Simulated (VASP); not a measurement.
# Te2Mo (P-1) in VASP: a series of runs, part 2 of 2

VASP 6.6.1. The steps go on from the part before.

## 3. Single point, PBE (the part above a cut slid along it)

Input file INCAR:

```
SYSTEM = Te2Mo
ALGO     = Normal         ! electronic algorithm
EDIFF    = 1E-7           ! SCF threshold, eV
ENCUT    = 520            ! plane-wave cutoff, eV
GGA      = PE             ! functional
ISIF     = 2              ! what is computed and relaxed
ISMEAR   = 0              ! smearing method
LASPH    = .TRUE.         ! aspherical terms in the spheres
LCHARG   = .FALSE.        ! write CHGCAR
LREAL    = .FALSE.        ! projectors in reciprocal space
LWAVE    = .FALSE.        ! write WAVECAR
NBANDS   = 35             ! bands
NELM     = 60             ! most SCF steps
PREC     = Accurate       ! precision mode
SIGMA    = 0.05           ! smearing width, eV
```

Input file KPOINTS:

```
k-points
0
G
  9 9 2
  0 0 0
```

Input file POSCAR:

```
Te2Mo
1.0
   -1.7785332447     -3.0805099428      0.0000000000
    1.7785332447     -3.0805099428      0.0000000000
   -0.7114132979     -1.2322039771     15.2047171722
Te Mo
4 2
Direct
    0.6142289295      0.6666666667      0.1310943429
    0.0808955962      0.3333333333      0.6310943429
    0.5191044038      0.6666666667      0.3689056571
   -0.0142289295      0.3333333333      0.8689056571
    0.3666666667      0.6666666667      0.7500000000
    0.2333333333      0.3333333333      0.2500000000
```

Potentials or basis: VASP PAW PBE potentials, release 64 (Te, Mo_sv).

Command:

```console
$ cat potpaw_PBE.64/Te/POTCAR potpaw_PBE.64/Mo_sv/POTCAR > POTCAR
$ mpirun -np 1 vasp_std > vasp.out
```

OUTCAR:

```text
SYSTEM = Te2Mo
   EDIFF = 1E-7
   ENCUT = 520
   GGA = PE
   ISIF = 2
   ISMEAR = 0
   LASPH = .TRUE.
   LREAL = .FALSE.
   NELM = 60
   PREC = Accurate

 ion  position               nearest neighbor table
   1  0.614  0.667  0.131-   6 2.74   6 2.74   6 2.74   3 3.62
   2  0.081  0.333  0.631-   5 2.74   5 2.74   5 2.74   4 3.62
   3  0.519  0.667  0.369-   6 2.74   6 2.74   6 2.74   1 3.62
   4  0.986  0.333  0.869-   5 2.74   5 2.74   5 2.74   2 3.62
   5  0.367  0.667  0.750-   4 2.74   2 2.74   4 2.74   2 2.74   2 2.74   4 2.74
   6  0.233  0.333  0.250-   1 2.74   3 2.74   1 2.74   3 2.74   3 2.74   1 2.74

  LATTYP: Found a base centered monoclinic cell.
 ALAT       =     3.5570664894
 B/A-ratio  =     1.7320508076
 C/A-ratio  =     4.2931850513
 COS(beta)  =    -0.0931709198

  Lattice vectors:

 A1 = (   3.5570664894,   0.0000000000,   0.0000000000)
 A2 = (  -1.7785332447,   3.0805099428,   0.0000000000)
 A3 = (  -0.7114132979,  -1.2322039771,  15.2047171722)

Analysis of symmetry for initial positions (statically):
=====================================================================
 Subroutine PRICEL returns:
 Original cell was already a primitive cell.

 Routine SETGRP: Setting up the symmetry group for a
 base centered monoclinic supercell.

 Subroutine GETGRP returns: Found  2 space group operations
 (whereof  1 operations were pure point group operations)
 out of a pool of  4 trial point group operations.

The static configuration has the point symmetry C_1 .
 The point group associated with its full space group is S_2 .

Analysis of symmetry for dynamics (positions and initial velocities):
=====================================================================
 Subroutine PRICEL returns:
 Original cell was already a primitive cell.

 Routine SETGRP: Setting up the symmetry group for a
 base centered monoclinic supercell.

 Subroutine GETGRP returns: Found  2 space group operations
 (whereof  1 operations were pure point group operations)
 out of a pool of  4 trial point group operations.

The dynamic configuration has the point symmetry C_1 .
 The point group associated with its full space group is S_2 .

 Subroutine INISYM returns: Found  2 space group operations
 (whereof  1 operations are pure point group operations),
 and found     1 'primitive' translations

----------------------------------------------------------------------------------------

                                     Primitive cell

  volume of cell :     166.6069

  direct lattice vectors                    reciprocal lattice vectors
    -1.778533245 -3.080509943  0.000000000    -0.281130534 -0.162310789 -0.026307625
     1.778533245 -3.080509943  0.000000000     0.281130534 -0.162310789  0.000000000
    -0.711413298 -1.232203977 15.204717172     0.000000000  0.000000000  0.065769063

  length of vectors
     3.557066489  3.557066489 15.271144679     0.325685831  0.324621578  0.065769063

  position of ions in fractional coordinates (direct lattice)
     0.614228930  0.666666667  0.131094343
     0.080895596  0.333333333  0.631094343
     0.519104404  0.666666667  0.368905657
     0.985771071  0.333333333  0.868905657
     0.366666667  0.666666667  0.750000000
     0.233333333  0.333333333  0.250000000

[... 28 lines left out ...]
     0.000000000  0.000000000  0.000000000

 Subroutine IBZKPT returns following result:
 ===========================================

 Found     82 irreducible k-points:

 Following reciprocal coordinates:
            Coordinates               Weight
  0.000000  0.000000  0.000000      1.000000
  0.111111  0.000000  0.000000      2.000000
 -0.111111 -0.111111 -0.000000      2.000000
  0.222222  0.000000  0.000000      2.000000
 -0.222222 -0.222222 -0.000000      2.000000
  0.333333  0.000000 -0.000000      2.000000
[... 16 lines left out ...]
  0.111111  0.222222  0.000000      2.000000
  0.000000  0.222222  0.000000      2.000000
 [... further k-points ...]
   k-points           NKPTS =     82   k-points in BZ     NKDIM =     82   number of bands    NBANDS=     35
   number of dos      NEDOS =    301   number of ions     NIONS =      6
   total plane-waves  NPLWV =  94080
   dimension x,y,z NGX =    28 NGY =   28 NGZ =  120
   dimension x,y,z NGXF=    56 NGYF=   56 NGZF=  240
   ions per type =               4   2
   NGX,Y,Z   is equivalent  to a cutoff of  13.09, 13.09, 13.06 a.u.
   NGXF,Y,Z  is equivalent  to a cutoff of  26.17, 26.17, 26.13 a.u.
 SYSTEM =  Te2Mo
   PREC   = accura    normal or accurate (medium, high low for compatibility)
   ISTART =      0    job   : 0-new  1-cont  2-samecut
   ICHARG =      2    charge: 1-file 2-atom 10-const
   ISPIN  =      1    spin polarized calculation?
   LNONCOLLINEAR =      F non collinear calculations
   LSORBIT =      F    spin-orbit coupling
   LASPH  =      T    aspherical Exc in radial PAW
   ENCUT  =  520.0 eV  38.22 Ry    6.18 a.u.   6.61  6.61 28.39*2*pi/ulx,y,z
   NELM   =     60;   NELMIN=  2; NELMDL= -5     # of ELM steps
   EDIFF  = 0.1E-06   stopping-criterion for ELM
   LREAL  =      F    real-space projection
   EDIFFG = 0.1E-05   stopping-criterion for IOM
   NSW    =      0    number of steps for IOM
   IBRION =     -1    ionic relax: 0-MD 1-quasi-New 2-CG
   NFREE  =      0    steps in history (QN), initial steepest desc. (CG)
   ISIF   =      2    stress and relaxation
   ISYM   =      2    0-nonsym 1-usesym 2-fastsym
   POTIM  = 0.5000    time-step for ionic-motion
   TEBEG  =    0.0;   TEEND  =   0.0 temperature during run
   PSTRESS=    0.0 pullay stress
   NELECT =      52.0000    total number of electrons
   NUPDOWN=      -1.0000    fix difference up-down
   EMIN   =  10.00;   EMAX   =-10.00  energy-range for DOS
   EFERMI =   0.00;   METHOD = LEGACY
   ISMEAR =     0;   SIGMA  =   0.05  broadening in eV -4-tet -1-fermi 0-gaus
   EFERMI_NEDOS =   21; number of points for ismear=-14 and -15
   IALGO  =     38    algorithm
   IMIX   =      4    mixing-type and parameters
     AMIX     =   0.40;   BMIX     =  1.00
     AMIX_MAG =   1.60;   BMIX_MAG =  1.00
  volume/ion in A,a.u.               =      27.77       187.39
  Fermi-wavevector in a.u.,A,eV,Ry     =   1.110482  2.098507 16.778308  1.233171
  Thomas-Fermi vector in A             =   2.247034
   LORBIT       =      0    0 simple, 1 ext, 2 COOP (PROOUT), +10 PAW based schemes
   GGA     = PE    functional components
   LHFCALC =     F    Hartree Fock is set to
   AEXX    =    0.0000 exact exchange contribution
   IVDW    =     0    specifies the selected vdW correction
   LEPSILON=     F    determine dielectric tensor
   LRPA    =     F    only Hartree local field effects (RPA)
 non-spin polarized calculation
 Gauss-broadening in eV      SIGMA  =   0.05
  energy-cutoff  :      520.00
  volume of cell :      166.61
 maximum number of plane-waves:      4545
   NGX = 13   NGY = 13   NGZ = 57

 number of electron      52.0000000 magnetization

 Free energy of the ion-electron system (eV)
  ---------------------------------------------------
  ext. energy  EPLUGINS =         0.00000000
  ---------------------------------------------------
  free energy    TOTEN  =       -36.04892739 eV

  energy without entropy =      -36.04892739  energy(sigma->0) =      -36.04892739

 E-fermi :   7.0607     XC(G=0):  -9.7778

 val. band max:        6.7212813855   @ k =  -0.3333   0.3333   0.0000
 cond. band min:       7.7584510027   @ k =  -0.3333   0.3333   0.0000
 fundamental gap:      1.0371696173
 Fermi energy:         7.0607215409

 k-point     1 :       0.0000    0.0000    0.0000
  band No.  band energies     occupation
      1     -53.9988      2.00000
      2     -53.9988      2.00000
      3     -28.1444      2.00000
      4     -28.1444      2.00000
      5     -28.0413      2.00000
      6     -28.0413      2.00000
[... 901 lines left out ...]
     34      10.1122      0.00000
     35      12.5972      0.00000

 [... further k-points ...]
[... 5 lines left out ...]
  --------------------------------------------------------------------------------------
  -------------------------------------------------------------------------------------
  Total        0.0471247     -0.0019355      0.4374464     -0.0282937     -0.0003592      0.1574796
  in kB        0.4531753     -0.0186124      4.2067091     -0.2720865     -0.0034546      1.5144050
  external PRESSURE =       1.5470907 kB  Pullay stress =       0.0000000 kB

 VOLUME and BASIS-vectors are now :
 -----------------------------------------------------------------------------
  energy-cutoff  :      520.00
  volume of cell :      166.61
      direct lattice vectors                 reciprocal lattice vectors
    -1.778533245 -3.080509943  0.000000000    -0.281130534 -0.162310789 -0.026307625
     1.778533245 -3.080509943  0.000000000     0.281130534 -0.162310789  0.000000000
    -0.711413298 -1.232203977 15.204717172     0.000000000  0.000000000  0.065769063

 POSITION                                       TOTAL-FORCE (eV/Angst)
 -----------------------------------------------------------------------------------
      0.00000     -4.10735      1.99325         0.020811     -0.001035      0.051142
     -0.00000     -2.05367      9.59561         0.000517      0.000563     -0.013143
      0.00000     -4.10735      5.60911        -0.000517     -0.000563      0.013143
     -1.77853     -5.13418     13.21146        -0.020811      0.001035     -0.051142
     -0.00000     -4.10735     11.40354        -0.010614     -0.001484     -0.007682
     -0.00000     -2.05367      3.80118         0.010614      0.001484      0.007682
 -----------------------------------------------------------------------------------
    total drift:                                0.000001      0.000004     -0.000000

  FREE ENERGIE OF THE ION-ELECTRON SYSTEM (eV)
  ---------------------------------------------------
  free  energy   TOTEN  =       -36.0489273934 eV

  energy  without entropy=      -36.0489273934  energy(sigma->0) =      -36.04892739
```

It took 6 min on 1 thread of Intel Xeon Platinum 8559C (Emerald Rapids), shared host; peak memory 0.57 GiB.

Results:

- Free energy: -36.0489 eV
- Pressure: 0.2 GPa
- Largest force: 0.055 eV/Å
- Band gap on the k mesh: 1.04 eV

Forces in eV/Å, atoms in the order of the input:
```
Te   0.021 -0.001  0.051
Te   0.001  0.001 -0.013
Te  -0.001 -0.001  0.013
Te  -0.021  0.001 -0.051
Mo  -0.011 -0.001 -0.008
Mo   0.011  0.001  0.008
```

Caveat: the cell differs from its parent crystal (the part above a cut slid along it); spin-orbit coupling is left out, which moves the levels of the heavy elements.
